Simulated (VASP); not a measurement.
# Fe (I4_1/amd) in VASP: relaxation of cell and atoms with PBE

Aim: the relaxation of cell and atoms of Fe with PBE.

Program: VASP 6.6.1. These are calculated values, not measurements. Logs are shortened: lines on timing, memory, paths and dates and some standing lists are left out, and cuts for length are marked.

## Step 1: The cell of the first run

Symmetry: I4_1/amd, No. 141, tetragonal system. The conventional cell has a = 4.096 Å, b = 4.096 Å, c = 2.233 Å, α = 90.00°, β = 90.00°, γ = 90.00°. Fe (site symmetry -4m2) has 10 Fe at 2.12 to 2.65 Å within 2.8 Å.

## Step 2: Relaxation of cell and atoms, PBE, collinear spin, ferromagnetic start, target pressure 74 GPa, at which the enthalpy is minimised

INCAR

```
PREC = Accurate
ENCUT = 600
EDIFF = 1E-6
ISMEAR = -1
SIGMA = 0.08
LREAL = F
LASPH = T
NELM = 150
ALGO = Normal
ISIF = 3
LWAVE = F
LCHARG = F
ISPIN = 2
MAGMOM = 2.5 2.5
LORBIT = 11
LMAXMIX = 4
GGA = PE
IBRION = 2
NSW = 32
EDIFFG = -0.005
PSTRESS = 740.0
```

KPOINTS

```
Automatic mesh
0
Gamma
  19 19 19
```

POSCAR

```
Fe
1.0
   -2.0477650978      2.0477650978      1.1166301068
    2.0477650978     -2.0477650978      1.1166301068
    2.0477650978      2.0477650978     -1.1166301068
Fe
2
Direct
   -0.3750000000     -0.1250000000     -0.2500000000
    0.3750000000      0.1250000000      0.2500000000
```

Potentials or basis: VASP PAW PBE potentials, release 64 (Fe).

On the command line:

```bash
> cat potpaw_PBE.64/Fe/POTCAR > POTCAR
> mpirun -np 1 vasp_std > vasp.out
```

OUTCAR:

```text
PREC = Accurate
   ENCUT = 600
   EDIFF = 1E-6
   ISMEAR = -1
   LREAL = F
   LASPH = T
   NELM = 150
   ISIF = 3
   ISPIN = 2
   LORBIT = 11
   GGA = PE
   IBRION = 2
   NSW = 32
   EDIFFG = -0.005
   PSTRESS = 740.0

 ion  position               nearest neighbor table
   1  0.625  0.875  0.750-   2 2.12   2 2.12   2 2.12   2 2.12   2 2.65   2 2.65   2 2.65   2 2.65

   2  0.375  0.125  0.250-   1 2.12   1 2.12   1 2.12   1 2.12   1 2.65   1 2.65   1 2.65   1 2.65

  LATTYP: Found a body centered tetragonal cell.
 ALAT       =     4.0955301956
 C/A-ratio  =     0.5452920884

  Lattice vectors:

 A1 = (  -2.0477650978,   2.0477650978,   1.1166301068)
 A2 = (   2.0477650978,  -2.0477650978,   1.1166301068)
 A3 = (   2.0477650978,   2.0477650978,  -1.1166301068)

Analysis of symmetry for initial positions (statically):
=====================================================================
 Subroutine PRICEL returns:
 Original cell was already a primitive cell.

 Routine SETGRP: Setting up the symmetry group for a
 body centered tetragonal supercell.

 Subroutine GETGRP returns: Found 16 space group operations
 (whereof  4 operations were pure point group operations)
 out of a pool of 16 trial point group operations.

The static configuration has the point symmetry C_2h.
 The point group associated with its full space group is D_4h.

Analysis of symmetry for dynamics (positions and initial velocities):
=====================================================================
 Subroutine PRICEL returns:
 Original cell was already a primitive cell.

 Routine SETGRP: Setting up the symmetry group for a
 body centered tetragonal supercell.

 Subroutine GETGRP returns: Found 16 space group operations
 (whereof  4 operations were pure point group operations)
 out of a pool of 16 trial point group operations.

The dynamic configuration has the point symmetry C_2h.
 The point group associated with its full space group is D_4h.

Analysis of structural, dynamic, and magnetic symmetry:
=====================================================================
 Subroutine PRICEL returns:
 Original cell was already a primitive cell.

 Routine SETGRP: Setting up the symmetry group for a
 body centered tetragonal supercell.

 Subroutine GETGRP returns: Found 16 space group operations
 (whereof  4 operations were pure point group operations)
 out of a pool of 16 trial point group operations.

The overall configuration has the point symmetry C_2h.
 The point group associated with its full space group is D_4h.

 Subroutine INISYM returns: Found 16 space group operations
 (whereof  4 operations are pure point group operations),
 and found     1 'primitive' translations

----------------------------------------------------------------------------------------

                                     Primitive cell

  volume of cell :      18.7296

  direct lattice vectors                    reciprocal lattice vectors
    -2.047765098  2.047765098  1.116630107     0.000000000  0.244168631  0.447775854
     2.047765098 -2.047765098  1.116630107     0.244168631  0.000000000  0.447775854
     2.047765098  2.047765098 -1.116630107     0.244168631  0.244168631  0.000000000

  length of vectors
     3.103795513  3.103795513  3.103795513     0.510021113  0.510021113  0.345306589

  position of ions in fractional coordinates (direct lattice)
     0.625000000  0.875000000  0.750000000
     0.375000000  0.125000000  0.250000000

  ion indices of the primitive-cell ions
   primitive index   ion index
                 1           1
                 2           2

----------------------------------------------------------------------------------------

 KPOINTS: Automatic mesh

Automatic generation of k-mesh.
 Grid dimensions read from file:
 generate k-points for:   19   19   19

 Generating k-lattice:

  Cartesian coordinates                     Fractional coordinates (reciprocal lattice)
     0.000000000  0.012850981  0.023567150     0.052631579 -0.000000000  0.000000000
     0.012850981  0.000000000  0.023567150    -0.000000000  0.052631579  0.000000000
     0.012850981  0.012850981  0.000000000     0.000000000  0.000000000  0.052631579

  Length of vectors
     0.026843216  0.026843216  0.018174031

  Shift w.r.t. Gamma in fractional coordinates (k-lattice)
     0.000000000  0.000000000  0.000000000

 Subroutine IBZKPT returns following result:
 ===========================================

 Found    550 irreducible k-points:

 Following reciprocal coordinates:
            Coordinates               Weight
  0.000000  0.000000  0.000000      1.000000
  0.052632 -0.000000  0.000000      8.000000
  0.105263 -0.000000  0.000000      8.000000
  0.157895  0.000000  0.000000      8.000000
  0.210526  0.000000  0.000000      8.000000
  0.263158 -0.000000  0.000000      8.000000
[... 16 lines left out ...]
 -0.315789  0.052632  0.000000     16.000000
 -0.263158  0.052632 -0.000000     16.000000
 [... further k-points ...]
   k-points           NKPTS =    550   k-points in BZ     NKDIM =    550   number of bands    NBANDS=     15
   number of dos      NEDOS =    301   number of ions     NIONS =      2
   total plane-waves  NPLWV =  21952
   dimension x,y,z NGX =    28 NGY =   28 NGZ =   28
   dimension x,y,z NGXF=    56 NGYF=   56 NGZF=   56
   ions per type =               2
   NGX,Y,Z   is equivalent  to a cutoff of  15.00, 15.00, 15.00 a.u.
   NGXF,Y,Z  is equivalent  to a cutoff of  29.99, 29.99, 29.99 a.u.
 SYSTEM =  unknown system
   PREC   = accura    normal or accurate (medium, high low for compatibility)
   ISTART =      0    job   : 0-new  1-cont  2-samecut
   ICHARG =      2    charge: 1-file 2-atom 10-const
   ISPIN  =      2    spin polarized calculation?
   LNONCOLLINEAR =      F non collinear calculations
   LSORBIT =      F    spin-orbit coupling
   LASPH  =      T    aspherical Exc in radial PAW
   ENCUT  =  600.0 eV  44.10 Ry    6.64 a.u.   6.20  6.20  6.20*2*pi/ulx,y,z
   NELM   =    150;   NELMIN=  2; NELMDL= -5     # of ELM steps
   EDIFF  = 0.1E-05   stopping-criterion for ELM
   LREAL  =      F    real-space projection
   EDIFFG = -.5E-02   stopping-criterion for IOM
   NSW    =     32    number of steps for IOM
   IBRION =      2    ionic relax: 0-MD 1-quasi-New 2-CG
   NFREE  =      1    steps in history (QN), initial steepest desc. (CG)
   ISIF   =      3    stress and relaxation
   ISYM   =      2    0-nonsym 1-usesym 2-fastsym
   POTIM  = 0.5000    time-step for ionic-motion
   TEBEG  =    0.0;   TEEND  =   0.0 temperature during run
   PSTRESS=  740.0 pullay stress
   NELECT =      16.0000    total number of electrons
   NUPDOWN=      -1.0000    fix difference up-down
   EMIN   =  10.00;   EMAX   =-10.00  energy-range for DOS
   EFERMI =   0.00;   METHOD = LEGACY
   ISMEAR =    -1;   SIGMA  =   0.08  broadening in eV -4-tet -1-fermi 0-gaus
   EFERMI_NEDOS =   21; number of points for ismear=-14 and -15
   IALGO  =     38    algorithm
   IMIX   =      4    mixing-type and parameters
     AMIX     =   0.40;   BMIX     =  1.00
     AMIX_MAG =   1.60;   BMIX_MAG =  1.00
  volume/ion in A,a.u.               =       9.36        63.20
  Fermi-wavevector in a.u.,A,eV,Ry     =   1.553358  2.935421 32.829795  2.412922
  Thomas-Fermi vector in A             =   2.657601
   LORBIT       =     11    0 simple, 1 ext, 2 COOP (PROOUT), +10 PAW based schemes
   GGA     = PE    functional components
   LHFCALC =     F    Hartree Fock is set to
   AEXX    =    0.0000 exact exchange contribution
   IVDW    =     0    specifies the selected vdW correction
   LEPSILON=     F    determine dielectric tensor
   LRPA    =     F    only Hartree local field effects (RPA)
 conjugate gradient relaxation of ions
 spin polarized calculation
  energy-cutoff  :      600.00
  volume of cell :       18.73
 maximum number of plane-waves:       642
 NGX is ok and might be reduce to    28
   NGX = 13   NGY = 13   NGZ = 13

--------------------------------------- Ionic step        1  -------------------------------------------

 number of electron      15.9999997 magnetization       2.5754066

 Free energy of the ion-electron system (eV)
  ---------------------------------------------------
  ext. energy  EPLUGINS =         0.00000000
  ---------------------------------------------------
  free energy    TOTEN  =       -14.36545878 eV

  energy without entropy =      -14.30763664  energy(sigma->0) =      -14.33654771

------------------------ aborting loop because EDIFF is reached ----------------------------------------

  FORCE on cell =-STRESS in cart. coord.  units (eV):
  Direction    XX          YY          ZZ          XY          YZ          ZX
  --------------------------------------------------------------------------------------
  -------------------------------------------------------------------------------------
  Total        8.4258867      8.4258867      8.5050742      0.0000000      0.0000000      0.0000000
  in kB      720.7698316    720.7698316    727.5437155      0.0000000      0.0000000      0.0000000
  external PRESSURE =     -16.9722071 kB  Pullay stress =     740.0000000 kB
[... 177 lines left out ...]
--------------------------------------- Ionic step        6  -------------------------------------------

 number of electron      15.9999996 magnetization       2.5290469

 Free energy of the ion-electron system (eV)
  ---------------------------------------------------
  ext. energy  EPLUGINS =         0.00000000
  ---------------------------------------------------
  free energy    TOTEN  =       -14.33155117 eV

  energy without entropy =      -14.27305559  energy(sigma->0) =      -14.30230338

 E-fermi :   8.3415     XC(G=0): -14.2148

 val. band max:        8.3407709253   @ k =  -0.2105   0.4211   0.1053
 cond. band min:       8.3417989382   @ k =  -0.3684   0.3684   0.0000
 fundamental gap:      0.0010280129
 Fermi energy:         8.3414834319

 spin component 1

 k-point     1 :       0.0000    0.0000    0.0000
  band No.  band energies     occupation
      1      -1.4127      1.00000
      2       1.5670      1.00000
      3       3.6421      1.00000
      4       4.1469      1.00000
      5       4.7310      1.00000
      6       7.3927      0.99999
      7       7.3927      0.99999
      8       7.4439      0.99999
      9       7.4439      0.99999
     10       8.8800      0.00119
     11      10.2768      0.00000
     12      16.2257      0.00000
     13      16.2257      0.00000
     14      23.2054      0.00000
[... 403 lines left out ...]
      4       4.6706      1.00000
      5       5.3029      1.00000
      6       5.7380      1.00000
      7       6.7147      1.00000
      8       7.1462      1.00000
      9       7.3005      1.00000
     10       8.4614      0.18266
     11       9.6376      0.00000
     12      16.5166      0.00000
     13      18.4073      0.00000
     14      25.4863      0.00000
     15      26.1637      0.00000

 [... further k-points ...]

 spin component 2

 k-point     1 :       0.0000    0.0000    0.0000
  band No.  band energies     occupation
      1      -1.2093      1.00000
      2       2.6127      1.00000
      3       4.3119      1.00000
      4       4.9661      1.00000
      5       5.6177      1.00000
      6       8.9248      0.00068
      7       8.9249      0.00068
      8       8.9728      0.00037
      9       8.9728      0.00037
     10      10.7209      0.00000
     11      11.1399      0.00000
     12      16.4896      0.00000
     13      16.4896      0.00000
     14      23.9828      0.00000
[... 448 lines left out ...]
  energy  without entropy=      -14.2730555932  energy(sigma->0) =      -14.30230338

  enthalpy is  TOTEN    =        -5.7152170388 eV   P V=        8.6163341358

 reached required accuracy - stopping structural energy minimisation

 total charge

# of ion       s       p       d       tot
------------------------------------------
    1        0.611   0.700   6.600   7.911
    2        0.611   0.700   6.600   7.911
--------------------------------------------------
tot          1.222   1.400  13.200  15.823

 magnetization (x)

# of ion       s       p       d       tot
------------------------------------------
    1        0.006  -0.006   1.245   1.245
    2        0.006  -0.006   1.245   1.245
--------------------------------------------------
tot          0.012  -0.012   2.491   2.491
```

Wall time 22 min (1 thread of AMD EPYC 9755, shared host); peak memory 0.37 GiB.

Results:

| Property | Result |
| --- | --- |
| Free energy | -14.3316 eV |
| Relaxed volume | 9.33 Å³/atom |
| Relaxed cell | a = 3.098 Å, b = 3.098 Å, c = 3.098 Å, α = 97.46°, β = 97.46°, γ = 137.75° |
| Space group after relaxing (to 0.1 Å) | I4_1/amd (No. 141) |
| Energy change on relaxing (the run minimises the enthalpy) | +17.0 meV/atom |
| Ionic steps | 6 |
| Pressure after relaxing | 74.0 GPa |
| Net moment | 2.53 μB per cell |
| Site moments | Fe +1.25 μB |
| Valence electrons inside the program's atomic spheres | Fe 7.91 |

Stress tensor (GPa, compression positive):
```
74.01  0.00  0.00
 0.00 74.01  0.00
 0.00  0.00 73.93
```

The path:
```tsv
step	energy change (eV)	largest force (eV/Å)	pressure (GPa)	volume (Å³)
1	0.0000	0.0000	72.30	18.73
2	0.1259	0.0000	78.57	18.46
3	0.0348	0.0000	74.11	18.65
4	0.0339	0.0000	74.02	18.66
5	0.0339	0.0000	73.94	18.66
6	0.0339	0.0000	73.98	18.66
```

Final structure:
```
CELL_PARAMETERS angstrom
-2.04369 2.04369 1.11663
2.04369 -2.04369 1.11663
2.04369 2.04369 -1.11663
ATOMIC_POSITIONS crystal
Fe 0.62500 0.87500 0.75000
Fe 0.37500 0.12500 0.25000
```

Caveat: the cell is relaxed towards a set pressure, so the run minimises the enthalpy, not the energy.
